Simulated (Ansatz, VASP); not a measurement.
One calculation of CdI2, two programs

```
Cd I
1.0
     4.32888    0.00000    0.00000
    -2.16444    3.74892    0.00000
     0.00000    0.00000    6.85900
Cd I
1 2
Cartesian
  0.0000 0.0000 0.0000
  0.0000 2.4993 1.7093
  2.1644 1.2496 5.1497
```

Change from the starting cell: equal xx and yy strain of +2 %, PAW files.

Alike in both runs: task electric field gradients; functional PBEsol; k mesh 8 × 8 × 5; occupations fermi-dirac, width 0.03 eV; no spin polarisation.

```csv
,VASP,Ansatz
version,VASP 6.6.1,Ansatz 0.2.0
potentials or method,"VASP PAW PBE potentials, release 64 (Cd, I)","PAW with Ansatz's default frozen-core files, scalar-relativistic"
plane-wave cutoff (eV),400,420
valence electrons in the cell,26,54
```

VASP gave:

```
gap on the k mesh at the Fermi level (eV)                     : 2.22
pressure (GPa)                                                : -1.7
traceless stress, the component that is largest in VASP (GPa) : 0.44
rms of the force components (eV/Å)                            : 0.109
size of Vzz on the site where it differs most (V/Å²)          : 74.6
```

Q: Which values does Ansatz return?

A: gap on the k mesh at the Fermi level (eV): 2.23; pressure (GPa): -1.6; traceless stress, the component that is largest in VASP (GPa): 0.45; rms of the force components (eV/Å): 0.119; size of Vzz on the site where it differs most (V/Å²): 76.3.

VASP's potentials were made for PBE, not for PBEsol. Atom by atom the forces differ by 0.010 eV/Å (rms over components). VASP's potentials hold 26 valence electrons a cell and Ansatz's 54, so a difference there can come from the potentials and not from the codes.

Spin-orbit coupling is off throughout.
